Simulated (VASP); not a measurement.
AlN, 4 atoms in the cell. Symmetry: P6_3/mmc, No. 194, hexagonal system. Conventional cell: a = 2.908 Å, b = 2.908 Å, c = 5.725 Å, α = 90.00°, β = 90.00°, γ = 120.00°. Within 2.9 Å of Al (site symmetry -3m) lie 6 N at 2.21 Å and 2 Al at 2.86 Å. N (site symmetry -6m2) has 6 Al at 2.21 Å within 2.9 Å. 

- Program: VASP 6.6.1
- Task: single point
- Functional: PBE
- Potentials or basis: VASP PAW PBE potentials, release 64 (Al, N)
- Cutoff: 520 eV
- k mesh: 6 × 6 × 4
- Occupations: gaussian, width 0.1 eV
- Spin: no spin polarisation
- Dipole correction: no
- Further INCAR settings: ALGO = Normal; EDIFF = 1e-06; NBANDS = 16

Potentials or basis: VASP PAW PBE potentials, release 64 (Al, N).

The run is started by

```console
$ cat potpaw_PBE.64/Al/POTCAR potpaw_PBE.64/N/POTCAR > POTCAR
$ mpirun -np 1 vasp_std > vasp.out
```

Hardware: 1 thread of Intel Xeon 6975P-C (shared host).

**Question.** How long does it take, and how much memory?

**Answer.** Wall time 8.8 s on 1 thread of Intel Xeon 6975P-C, on a shared host, peak memory 0.16 GiB. Counts: scf iterations 12, k points 21.
